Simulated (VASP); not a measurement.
# Li2SiN3 (R-3m) in VASP: a series of runs

Li2SiN3 is run at these levels: PBE; tasks: relaxation of cell and atoms, single point.

Everything below comes from runs of VASP 6.6.1. Logs are shortened: lines on timing, memory, paths and dates and some standing lists are left out, and cuts for length are marked.

## (1) The cell of the first run

The structure is trigonal, space group R-3m (No. 166). The conventional cell has a = 4.720 Å, b = 4.720 Å, c = 10.341 Å, α = 90.00°, β = 90.00°, γ = 120.00°. Within 3.3 Å of Li (site symmetry 3m) lie 9 N at 2.53 to 2.70 Å and 4 Li at 2.64 to 2.84 Å and 3 Si at 2.75 Å. Within 2.9 Å of Si (site symmetry -3m) lie 6 N at 2.20 Å and 6 Li at 2.75 Å. N (site symmetry 2/m) has 2 Si at 2.20 Å and 4 N at 2.36 Å and 6 Li at 2.53 to 2.70 Å within 2.9 Å.

The cell was generated, and may not be a known phase.

## (2) Relaxation of cell and atoms, PBE

The input, INCAR:

```
PREC = Accurate
ENCUT = 600
EDIFF = 1E-6
ISMEAR = 0
SIGMA = 0.1
LREAL = F
LASPH = T
NELM = 60
ALGO = Normal
ISIF = 3
LWAVE = F
LCHARG = F
GGA = PE
IBRION = 2
NSW = 90
EDIFFG = -0.04
```

The input, KPOINTS:

```
Automatic mesh
0
Gamma
  6 6 6
```

The input, POSCAR:

```
Li2SiN3
1.0
    2.3601864400      1.3626542800      3.4470241600
   -2.3601864400      1.3626542800      3.4470241600
    0.0000000000     -2.7253085500      3.4470241600
Li Si N
2 1 3
Direct
    0.6276879900      0.6276879900      0.6276879900
    0.3723120100      0.3723120100      0.3723120100
    0.0000000000      0.0000000000      0.0000000000
    0.0000000000      0.5000000000      0.0000000000
    0.5000000000      0.0000000000      0.0000000000
    0.0000000000      0.0000000000      0.5000000000
```

Potentials or basis: VASP PAW PBE potentials, release 64 (Li_sv, Si, N).

Started as:

```
$ cat potpaw_PBE.64/Li_sv/POTCAR potpaw_PBE.64/Si/POTCAR potpaw_PBE.64/N/POTCAR > POTCAR
$ mpirun -np 1 vasp_std > vasp.out
```

OUTCAR:

```text
PREC = Accurate
   ENCUT = 600
   EDIFF = 1E-6
   ISMEAR = 0
   LREAL = F
   LASPH = T
   NELM = 60
   ISIF = 3
   GGA = PE
   IBRION = 2
   NSW = 90
   EDIFFG = -0.04

 ion  position               nearest neighbor table
   1  0.628  0.628  0.628-   3 2.75   3 2.75   3 2.75
   2  0.372  0.372  0.372-   3 2.75   3 2.75   3 2.75
   3  0.000  0.000  0.000-   6 2.20   6 2.20   4 2.20   5 2.20   4 2.20   5 2.20   2 2.75   1 2.75
                             2 2.75   1 2.75   2 2.75   1 2.75
   4  0.000  0.500  0.000-   3 2.20   3 2.20
   5  0.500  0.000  0.000-   3 2.20   3 2.20
   6  0.000  0.000  0.500-   3 2.20   3 2.20

  LATTYP: Found a trigonal (rhomboedric) cell.
 ALAT       =     4.3942328429
 COS(alpha) =     0.4230256774

  Lattice vectors:

 A1 = (   2.3601864400,   1.3626542800,   3.4470241600)
 A2 = (  -2.3601864400,   1.3626542800,   3.4470241600)
 A3 = (   0.0000000000,  -2.7253085500,   3.4470241600)

Analysis of symmetry for initial positions (statically):
=====================================================================
 Subroutine PRICEL returns:
 Original cell was already a primitive cell.

 Routine SETGRP: Setting up the symmetry group for a
 trigonal (rhombohedral) supercell.

 Subroutine GETGRP returns: Found 12 space group operations
 (whereof 12 operations were pure point group operations)
 out of a pool of 12 trial point group operations.

The static configuration has the point symmetry D_3d.

Analysis of symmetry for dynamics (positions and initial velocities):
=====================================================================
 Subroutine PRICEL returns:
 Original cell was already a primitive cell.

 Routine SETGRP: Setting up the symmetry group for a
 trigonal (rhombohedral) supercell.

 Subroutine GETGRP returns: Found 12 space group operations
 (whereof 12 operations were pure point group operations)
 out of a pool of 12 trial point group operations.

The dynamic configuration has the point symmetry D_3d.

 Subroutine INISYM returns: Found 12 space group operations
 (whereof 12 operations are pure point group operations),
 and found     1 'primitive' translations

----------------------------------------------------------------------------------------

                                     Primitive cell

  volume of cell :      66.5162

  direct lattice vectors                    reciprocal lattice vectors
     2.360186440  1.362654280  3.447024160     0.211847671  0.122310310  0.096701769
    -2.360186440  1.362654280  3.447024160    -0.211847671  0.122310310  0.096701769
     0.000000000 -2.725308550  3.447024160     0.000000000 -0.244620620  0.096701769

  length of vectors
     4.394232843  4.394232843  4.394232840     0.263040833  0.263040833  0.263040833

  position of ions in fractional coordinates (direct lattice)
     0.627687990  0.627687990  0.627687990
     0.372312010  0.372312010  0.372312010
     0.000000000  0.000000000  0.000000000
     0.000000000  0.500000000  0.000000000
     0.500000000  0.000000000  0.000000000
     0.000000000  0.000000000  0.500000000

  ion indices of the primitive-cell ions
   primitive index   ion index
                 1           1
                 2           2
                 3           3
                 4           4
                 5           5
                 6           6

----------------------------------------------------------------------------------------

 KPOINTS: Automatic mesh

Automatic generation of k-mesh.
 Grid dimensions read from file:
 generate k-points for:    6    6    6

 Generating k-lattice:

  Cartesian coordinates                     Fractional coordinates (reciprocal lattice)
     0.035307945  0.020385052  0.016116961     0.166666667  0.000000000  0.000000000
    -0.035307945  0.020385052  0.016116961     0.000000000  0.166666667  0.000000000
     0.000000000 -0.040770103  0.016116962     0.000000000  0.000000000  0.166666667

  Length of vectors
     0.043840139  0.043840139  0.043840139

  Shift w.r.t. Gamma in fractional coordinates (k-lattice)
     0.000000000  0.000000000  0.000000000

 Subroutine IBZKPT returns following result:
 ===========================================

 Found     32 irreducible k-points:

 Following reciprocal coordinates:
            Coordinates               Weight
  0.000000  0.000000  0.000000      1.000000
  0.166667  0.000000 -0.000000      6.000000
  0.333333  0.000000 -0.000000      6.000000
  0.500000  0.000000  0.000000      3.000000
  0.166667  0.166667 -0.000000      6.000000
  0.333333  0.166667  0.000000     12.000000
[... 16 lines left out ...]
  0.500000  0.500000  0.166667      6.000000
 -0.333333  0.500000  0.166667     12.000000
 [... further k-points ...]
   k-points           NKPTS =     32   k-points in BZ     NKDIM =     32   number of bands    NBANDS=     16
   number of dos      NEDOS =    301   number of ions     NIONS =      6
   total plane-waves  NPLWV =  46656
   dimension x,y,z NGX =    36 NGY =   36 NGZ =   36
   dimension x,y,z NGXF=    72 NGYF=   72 NGZF=   72
   ions per type =               2   1   3
   NGX,Y,Z   is equivalent  to a cutoff of  13.62, 13.62, 13.62 a.u.
   NGXF,Y,Z  is equivalent  to a cutoff of  27.24, 27.24, 27.24 a.u.
 SYSTEM =  unknown system
   PREC   = accura    normal or accurate (medium, high low for compatibility)
   ISTART =      0    job   : 0-new  1-cont  2-samecut
   ICHARG =      2    charge: 1-file 2-atom 10-const
   ISPIN  =      1    spin polarized calculation?
   LNONCOLLINEAR =      F non collinear calculations
   LSORBIT =      F    spin-orbit coupling
   LASPH  =      T    aspherical Exc in radial PAW
   ENCUT  =  600.0 eV  44.10 Ry    6.64 a.u.   8.78  8.78  8.78*2*pi/ulx,y,z
   NELM   =     60;   NELMIN=  2; NELMDL= -5     # of ELM steps
   EDIFF  = 0.1E-05   stopping-criterion for ELM
   LREAL  =      F    real-space projection
   EDIFFG = -.4E-01   stopping-criterion for IOM
   NSW    =     90    number of steps for IOM
   IBRION =      2    ionic relax: 0-MD 1-quasi-New 2-CG
   NFREE  =      1    steps in history (QN), initial steepest desc. (CG)
   ISIF   =      3    stress and relaxation
   ISYM   =      2    0-nonsym 1-usesym 2-fastsym
   POTIM  = 0.5000    time-step for ionic-motion
   TEBEG  =    0.0;   TEEND  =   0.0 temperature during run
   PSTRESS=    0.0 pullay stress
   NELECT =      25.0000    total number of electrons
   NUPDOWN=      -1.0000    fix difference up-down
   EMIN   =  10.00;   EMAX   =-10.00  energy-range for DOS
   EFERMI =   0.00;   METHOD = LEGACY
   ISMEAR =     0;   SIGMA  =   0.10  broadening in eV -4-tet -1-fermi 0-gaus
   EFERMI_NEDOS =   21; number of points for ismear=-14 and -15
   IALGO  =     38    algorithm
   IMIX   =      4    mixing-type and parameters
     AMIX     =   0.40;   BMIX     =  1.00
     AMIX_MAG =   1.60;   BMIX_MAG =  1.00
  volume/ion in A,a.u.               =      11.09        74.81
  Fermi-wavevector in a.u.,A,eV,Ry     =   1.181442  2.232601 18.991074  1.395805
  Thomas-Fermi vector in A             =   2.317715
   LORBIT       =      0    0 simple, 1 ext, 2 COOP (PROOUT), +10 PAW based schemes
   GGA     = PE    functional components
   LHFCALC =     F    Hartree Fock is set to
   AEXX    =    0.0000 exact exchange contribution
   IVDW    =     0    specifies the selected vdW correction
   LEPSILON=     F    determine dielectric tensor
   LRPA    =     F    only Hartree local field effects (RPA)
 conjugate gradient relaxation of ions
 non-spin polarized calculation
 Gauss-broadening in eV      SIGMA  =   0.10
  energy-cutoff  :      600.00
  volume of cell :       66.52
 maximum number of plane-waves:      2243
   NGX = 17   NGY = 17   NGZ = 17

--------------------------------------- Ionic step        1  -------------------------------------------

 number of electron      25.0000006 magnetization

 Free energy of the ion-electron system (eV)
  ---------------------------------------------------
  ext. energy  EPLUGINS =         0.00000000
  ---------------------------------------------------
  free energy    TOTEN  =       -28.82449662 eV

  energy without entropy =      -28.79882851  energy(sigma->0) =      -28.81166257

------------------------ aborting loop because EDIFF is reached ----------------------------------------

  FORCE on cell =-STRESS in cart. coord.  units (eV):
  Direction    XX          YY          ZZ          XY          YZ          ZX
  --------------------------------------------------------------------------------------
  -------------------------------------------------------------------------------------
  Total       -1.5408502     -1.5408502    -18.5615905      0.0000000     -0.0000000      0.0000000
  in kB      -37.1144849    -37.1144849   -447.0933373      0.0000000     -0.0000004      0.0000000
  external PRESSURE =    -173.7741024 kB  Pullay stress =       0.0000000 kB
[... 67 lines left out ...]
--------------------------------------- Ionic step        3  -------------------------------------------

 number of electron      25.0000000 magnetization

 E-fermi :  17.3057     XC(G=0): -14.6784

 val. band max:       17.2892698254   @ k =   0.3333   0.3333   0.1667
 cond. band min:      17.3091013620   @ k =   0.3333   0.3333   0.3333
 fundamental gap:      0.0198315366
 Fermi energy:        17.3056513784

 k-point     1 :       0.0000    0.0000    0.0000
  band No.  band energies     occupation
      1     -35.8404      2.00000
      2     -30.5887      2.00000
      3      -8.3512      2.00000
      4       2.0155      2.00000
      5       2.0155      2.00000
      6       3.8793      2.00000
[... 433 lines left out ...]
      3      -5.4453      2.00000
      4      -3.6178      2.00000
      5       0.4842      2.00000
      6       3.9566      2.00000
[... 8 lines left out ...]
     15      25.2853      0.00000
     16      26.8048      0.00000

 [... further k-points ...]

------------------------ aborting loop because EDIFF is reached ----------------------------------------

  FORCE on cell =-STRESS in cart. coord.  units (eV):
  Direction    XX          YY          ZZ          XY          YZ          ZX
  --------------------------------------------------------------------------------------
  -------------------------------------------------------------------------------------
  Total       71.2074757     71.2074757     91.7237844      0.0000000      0.0000000      0.0000000
  in kB     4711.1015067   4711.1015079   6068.4647841      0.0000000      0.0000023      0.0000000
  external PRESSURE =    5163.5559329 kB  Pullay stress =       0.0000000 kB
[... 21 lines left out ...]
  FREE ENERGIE OF THE ION-ELECTRON SYSTEM (eV)
  ---------------------------------------------------
  free  energy   TOTEN  =        -4.6745650587 eV

  energy  without entropy=       -4.6669566656  energy(sigma->0) =       -4.67076086

[... ionic steps 4 to 9 ...]

--------------------------------------- Ionic step       10  -------------------------------------------

 number of electron      25.0000001 magnetization

------------------------ aborting loop because EDIFF is reached ----------------------------------------
[... 75 lines left out ...]
--------------------------------------- Ionic step       12  -------------------------------------------

 number of electron      25.0000001 magnetization

 Free energy of the ion-electron system (eV)
  ---------------------------------------------------
  ext. energy  EPLUGINS =         0.00000000
  ---------------------------------------------------
  free energy    TOTEN  =       -33.79785719 eV

  energy without entropy =      -33.79095065  energy(sigma->0) =      -33.79440392

 E-fermi :   6.6357     XC(G=0): -11.1221

 val. band max:        6.5180007569   @ k =  -0.3333   0.3333   0.0000
 cond. band min:       6.6586580176   @ k =   0.1667   0.0000  -0.0000
 fundamental gap:      0.1406572608
 Fermi energy:         6.6356731499

 k-point     1 :       0.0000    0.0000    0.0000
  band No.  band energies     occupation
      1     -38.9726      2.00000
      2     -38.8607      2.00000
      3     -11.5426      2.00000
      4      -6.2752      2.00000
      5      -6.2752      2.00000
      6      -1.6533      2.00000
[... 433 lines left out ...]
      3      -9.3824      2.00000
      4      -8.8580      2.00000
      5      -7.3404      2.00000
      6      -2.3022      2.00000
[... 8 lines left out ...]
     15      13.2446      0.00000
     16      13.4367      0.00000

 [... further k-points ...]

------------------------ aborting loop because EDIFF is reached ----------------------------------------

  FORCE on cell =-STRESS in cart. coord.  units (eV):
  Direction    XX          YY          ZZ          XY          YZ          ZX
  --------------------------------------------------------------------------------------
  -------------------------------------------------------------------------------------
  Total        0.2162764      0.2162764      0.0678583      0.0000000      0.0000000     -0.0000000
  in kB        6.9916180      6.9916180      2.1936724      0.0000000      0.0000000     -0.0000000
  external PRESSURE =       5.3923028 kB  Pullay stress =       0.0000000 kB
[... 21 lines left out ...]
  FREE ENERGIE OF THE ION-ELECTRON SYSTEM (eV)
  ---------------------------------------------------
  free  energy   TOTEN  =       -33.7978571876 eV

  energy  without entropy=      -33.7909506455  energy(sigma->0) =      -33.79440392

 reached required accuracy - stopping structural energy minimisation
```

Wall time 8.6 min (1 thread of Intel Xeon 8259CL, shared host); peak memory 0.23 GiB.

What came out:

```
Free energy                           : -33.7979 eV
Relaxed volume                        : 8.26 Å³/atom
Relaxed cell                          : a = 3.731 Å, b = 3.731 Å, c = 3.731 Å, α = 79.36°, β = 79.36°, γ = 79.36°
Space group after relaxing (to 0.1 Å) : R-3m (No. 166)
Pressure after relaxing               : 0.5 GPa
Largest force after relaxing          : 0.027 eV/Å
Band gap on the k mesh                : zero (an odd number of electrons rules out a gap without spin polarisation)
```

Forces on the atoms (eV/Å):
```
Li   0.000  0.000 -0.027
Li   0.000  0.000  0.027
Si   0.000  0.000  0.000
N    0.000  0.000  0.000
N    0.000  0.000  0.000
N    0.000  0.000  0.000
```

Stress tensor (GPa, compression positive):
```
0.70 0.00 0.00
0.00 0.70 0.00
0.00 0.00 0.22
```

Final structure:
```xyz
6
Lattice="2.3823 1.3754 2.5209 -2.3823 1.3754 2.5209 0.0000 -2.7509 2.5209" Properties=species:S:1:pos:R:3 pbc="T T T"
Li    0.0000    0.0000    4.8772
Li    0.0000    0.0000    2.6854
Si    0.0000    0.0000    0.0000
N    -1.1912    0.6877    1.2604
N     1.1912    0.6877    1.2604
N     0.0000   -1.3754    1.2604
```

Caveat: the cutoff is under 1.25 times the usual one of these potentials, so pressure, stress and relaxed cells hold a basis-set (Pulay) error; the volume moved by over 15 % at a fixed basis, so the end points are rough; an odd number of electrons without spin polarisation forces a metal; a magnetic or distorted state may lie lower.

## (3) Single point, PBE

This run uses another cell than the first one, of 8.32 Å³/atom.

The input, INCAR:

```
  ALGO = Normal
  EDIFF = 1E-6
  ENCUT = 520
  GGA = PE
  ISIF = 2
  ISMEAR = 0
  LASPH = T
  LCHARG = F
  LREAL = F
  LWAVE = F
  NBANDS = 22
  NELM = 80
  PREC = Accurate
  SIGMA = 0.1
```

The input, KPOINTS:

```
k-points
0
Gamma
  12 12 12
```

The input, POSCAR:

```
Li2SiN3
1.0
    2.3983397402      1.3846820946      2.5063305452
   -2.3983397402      1.3846820946      2.5063305452
    0.0000000000     -2.7693641893      2.5063305452
Li Si N
2 1 3
Direct
    0.6451763244      0.6451763244      0.6451763244
    0.3548236756      0.3548236756      0.3548236756
    0.0000000000      0.0000000000      0.0000000000
    0.0000000000      0.5000000000      0.0000000000
    0.5000000000      0.0000000000      0.0000000000
    0.0000000000      0.0000000000      0.5000000000
```

Potentials or basis: VASP PAW PBE potentials, release 64 (Li_sv, Si, N).

Started as:

```
$ cat potpaw_PBE.64/Li_sv/POTCAR potpaw_PBE.64/Si/POTCAR potpaw_PBE.64/N/POTCAR > POTCAR
$ mpirun -np 1 vasp_std > vasp.out
```

Run time: 3.9 min. Hardware: 1 thread of Intel Xeon 8259CL, shared host; peak memory 0.28 GiB.

Results (log left out):

- Free energy: -33.7542 eV
- Largest force: 0.031 eV/Å
- Band gap on the k mesh: zero (an odd number of electrons rules out a gap without spin polarisation)

Forces in eV/Å, atoms in the order of the input:
```
Li   0.000  0.000 -0.031
Li   0.000  0.000  0.031
Si   0.000  0.000  0.000
N    0.000  0.000  0.000
N    0.000  0.000  0.000
N    0.000  0.000  0.000
```

Levels at points of the mesh, in eV from the Fermi level:
```tsv
k point	band 11	band 12	band 13	band 14	band 15	band 16
(0.00, 0.00, 0.00)	-1.99	0.76	0.77	0.77	2.46	3.36
(0.50, 0.00, 0.00)	-2.25	-2.17	-1.80	0.90	6.27	6.52
(0.50, 0.50, 0.00)	-2.20	-2.01	-1.85	1.41	6.87	8.35
(0.50, 0.50, 0.50)	-2.08	1.40	1.40	1.54	4.66	6.87
```

Caveat: the cutoff is under 1.25 times the usual one of these potentials, so pressure, stress and relaxed cells hold a basis-set (Pulay) error; an odd number of electrons without spin polarisation forces a metal; a magnetic or distorted state may lie lower.

## (4) Single point, PBE

This run uses another cell than the first one, of 8.32 Å³/atom.

The input, INCAR:

```
SYSTEM = Li2SiN3
PREC = Accurate
ENCUT = 520
EDIFF = 1E-7
ISMEAR = 0
SIGMA = 0.1
LREAL = .False.
LASPH = .True.
NELM = 100
ALGO = Normal
ISIF = 2
LWAVE = .False.
LCHARG = .False.
GGA = PE
NBANDS = 22
```

The input, KPOINTS:

```
regular mesh
0
Gamma
  12 12 12
  0 0 0
```

POSCAR is that of step 3.

Started as:

```
$ cat potpaw_PBE.64/Li_sv/POTCAR potpaw_PBE.64/Si/POTCAR potpaw_PBE.64/N/POTCAR > POTCAR
$ mpirun -np 1 vasp_std > vasp.out
```

Wall time 4.4 min (1 thread of Intel Xeon 8259CL, shared host); peak memory 0.28 GiB.

Results (log left out):

```
Free energy            : -33.7542 eV
Largest force          : 0.031 eV/Å
Band gap on the k mesh : zero (an odd number of electrons rules out a gap without spin polarisation)
```

Forces on the atoms (eV/Å):
```
Li   0.000  0.000 -0.031
Li   0.000  0.000  0.031
Si   0.000  0.000  0.000
N    0.000  0.000  0.000
N    0.000  0.000  0.000
N    0.000  0.000  0.000
```

Levels at points of the mesh, in eV from the Fermi level:
```
           k point  band 11  band 12  band 13  band 14  band 15  band 16
(0.00, 0.00, 0.00)    -1.99     0.76     0.77     0.77     2.46     3.36
(0.50, 0.00, 0.00)    -2.25    -2.17    -1.80     0.90     6.27     6.52
(0.50, 0.50, 0.00)    -2.20    -2.01    -1.85     1.41     6.87     8.35
(0.50, 0.50, 0.50)    -2.08     1.40     1.40     1.54     4.66     6.87
```

Caveat: the cutoff is under 1.25 times the usual one of these potentials, so pressure, stress and relaxed cells hold a basis-set (Pulay) error; an odd number of electrons without spin polarisation forces a metal; a magnetic or distorted state may lie lower.

(Continued in part 2 of 2.)

The gap in the log of VASP goes by the Fermi energy; the results here count the filled bands.